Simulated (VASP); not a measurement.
## Si2W: single point with LDA

Si2W:

```
W Si
1.0
    -1.61754    1.61754    3.94088
     1.61754   -1.61754    3.94088
     1.61754    1.61754   -3.94088
W Si
1 2
Direct
  0.00000 0.00000 0.00000
  0.66530 0.66530 0.00000
  0.33470 0.33470 0.00000
```

```yaml
Program: VASP 6.6.1
Task: single point
Functional: LDA
Potentials_or_basis: VASP PAW LDA potentials, release 64 (W_sv, Si)
Cutoff: 520 eV
k_mesh: 12 × 12 × 12
Occupations: fermi-dirac, width 0.05 eV
Spin: no spin polarisation
Dipole_correction: no
Further_INCAR_settings: ALGO = Normal; EDIFF = 1e-06; NBANDS = 18
```

```yaml
Pressure: -9.2 GPa
Largest_force: 0.089 eV/Å
Band_gap_on_the_k_mesh: zero (bands 11 and 12 overlap by 1.26 eV)
```

Forces in eV/Å, atoms in the order of the input:
```
W    0.000  0.000  0.000
Si   0.000  0.000 -0.089
Si   0.000  0.000  0.089
```

Stress tensor (GPa, compression positive):
```
-9.03  0.00  0.00
 0.00 -9.03  0.00
 0.00  0.00 -9.58
```

Levels at points of the mesh, in eV from the Fermi level:
```
           k point  band 9  band 10  band 11  band 12  band 13  band 14
(0.00, 0.00, 0.00)   -2.78    -2.78     0.57     2.62     3.05     3.05
(0.50, 0.00, 0.00)   -2.73    -2.71    -0.43     2.55     2.76     3.89
(0.50, 0.50, 0.00)   -4.90    -3.16    -1.66     2.73     2.80     2.97
(0.50, 0.50, 0.50)   -0.80    -0.80    -0.51    -0.51     0.74     4.40
```

It took 5.6 min on 1 thread of AMD EPYC 7R43 64-Core Processor (Zen 3) (shared host), peak memory 0.21 GiB.

Caveat: the cell stands under tension; spin-orbit coupling is left out, which moves the levels of the heavy elements.
